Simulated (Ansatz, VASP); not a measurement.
BaTiO3: VASP beside Ansatz

```xyz
5
Lattice="2.8371 1.6380 2.3254 -2.8371 1.6380 2.3254 0.0000 -3.2760 2.3254" Properties=species:S:1:pos:R:3 pbc="T T T"
Ba    0.0000    0.0000    0.0000
Ti    0.0000    0.0000    3.5858
O     0.0000   -1.6049    4.5688
O    -1.3899    0.8024    4.5688
O     1.3899    0.8024    4.5688
```

Change from the starting cell: volume scaled by 1.01, crystal datasets.

Alike in both runs: task electric field gradients; functional LDA; k mesh 9 × 9 × 9; occupations fermi-dirac, width 0.05 eV; no spin polarisation.

|  | VASP | Ansatz |
| --- | --- | --- |
| version | VASP 6.6.1 | Ansatz 0.2.0 |
| potentials or method | VASP PAW LDA potentials, release 64 (Ba_sv, Ti_sv, O), cutoff 520 eV | all-electron PAW with datasets made for the crystal, scalar-relativistic |

|  | VASP | Ansatz | Ansatz less VASP |
| --- | --- | --- | --- |
| gap on the k mesh at the Fermi level (eV) | 2.28 | 2.33 | +0.052 |
| pressure (GPa) | -5.5 | -7.5 | -1.99 |
| traceless stress, the component that is largest in VASP (GPa) | -0.09 | -0.03 | +0.062 |
| rms of the force components (eV/Å) | 0.047 | 0.072 | +0.0250 |
| size of Vzz on the site where it differs most (V/Å²) | 18.0 | 18.4 | +0.42 |

LDA's correlation is that of Perdew and Zunger in VASP and of Perdew and Wang (1992) in Ansatz. Atom by atom the forces differ by 0.037 eV/Å (rms over components). Ansatz ran all-electron here, and VASP with PAW potentials.

Neither program's run includes spin-orbit coupling.
